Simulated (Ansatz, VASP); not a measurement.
# One calculation of SiGe, two programs

Contents of INCAR:

```
ALGO = Normal
EDIFF = 1E-7
ENCUT = 520
GGA = PS
ISIF = 2
ISMEAR = 0
LASPH = True
LCHARG = False
LREAL = False
LWAVE = False
NBANDS = 26
NELM = 100
PREC = Accurate
SIGMA = 0.03
```

The input KPOINTS:

```
k-points
0
Gamma
  12 12 6
```

Contents of POSCAR:

```
SiGe
1.0
    3.8298598834      0.0000000000      0.0000000000
   -1.9149299417      3.3167559519      0.0000000000
    0.0000000000      0.0000000000      6.3265237446
Si Ge
2 2
Direct
    0.6666666667      0.3333333333      0.8745463082
    0.3333333333      0.6666666667      0.3745463082
    0.6666666667      0.3333333333      0.4849323488
    0.3333333333      0.6666666667     -0.0150676512
```

Input for Ansatz:

```yaml
crystal:
  lattice:
    - [3.8298598834, 0.0, 0.0]
    - [-1.9149299417, 3.3167559519, 0.0]
    - [0.0, 0.0, 6.3265237446]
  atoms:
    - { symbol: Si, position: [0.6666666667, 0.3333333333, 0.8745463082] }
    - { symbol: Si, position: [0.3333333333, 0.6666666667, 0.3745463082] }
    - { symbol: Ge, position: [0.6666666667, 0.3333333333, 0.4849323488] }
    - { symbol: Ge, position: [0.3333333333, 0.6666666667, -0.0150676512] }
basis:
  ecutwfc: 420
kpoints:
  mp_grid: { grid: [12, 12, 6] }
hamiltonian:
  xc: pbesol
  pseudopotentials: { kind: paw, azcp: { folder: soft_1 } }
scf:
  occupations: { method: gaussian, width: 0.03 }
output:
  forces: true
  stress: true
  eigenvalues: true
```

Alike in both runs: task single point; functional PBEsol; k mesh 12 × 12 × 6; occupations gaussian, width 0.03 eV; no spin polarisation.

```csv
,VASP,Ansatz
version,VASP 6.6.1,Ansatz 0.2.0
potentials or method,"VASP PAW PBE potentials, release 64 (Si, Ge_d), cutoff 520 eV","scalar-relativistic, plane waves, PAW"
valence electrons in the cell,36,36
```

```csv
,VASP,Ansatz,Ansatz less VASP
gap on the k mesh at the Fermi level (eV),none,none,-
pressure (GPa),5.5,5.5,+0.02
"traceless stress, the component that is largest in VASP (GPa)",-4.39,-4.41,-0.021
rms of the force components (eV/Å),0.663,0.664,+0.0015
```

VASP's potentials were made for PBE, not for PBEsol, and Ansatz warns of the same on its side. Atom by atom the forces differ by 0.001 eV/Å (rms over components). A gap of «none» marks a metal or a gap that the smearing closes. The functional is the same, so the differences come from potentials, cutoffs and numerics.
